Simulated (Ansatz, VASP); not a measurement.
**Os in VASP and in Ansatz**

```
Os
1.0
     2.72496    0.00000    0.00000
    -1.36248    2.35988    0.00000
     0.00000    0.00000    4.30525
Os
2
Direct
  0.33333 0.66667 0.25000
  0.66667 0.33333 0.75000
```

Change from the starting cell: volume scaled by 0.99.

Alike in both runs: task single point; functional PBEsol; k mesh 15 × 15 × 9; occupations fermi-dirac, width 0.05 eV; no spin polarisation.

```csv
,VASP,Ansatz
version,VASP 6.6.1,Ansatz 0.2.0
potentials or method,"VASP PAW PBE potentials, release 64 (Os), cutoff 520 eV","all-electron LAPW, scalar-relativistic"
```

|  | VASP | Ansatz | Ansatz less VASP |
| --- | --- | --- | --- |
| pressure (GPa) | 2.0 | 1.5 | -0.54 |
| traceless stress, the component that is largest in VASP (GPa) | 0.46 | 0.50 | +0.036 |

VASP's potentials were made for PBE, not for PBEsol. Ansatz ran all-electron here, and VASP with PAW potentials.

Spin-orbit coupling is off throughout.
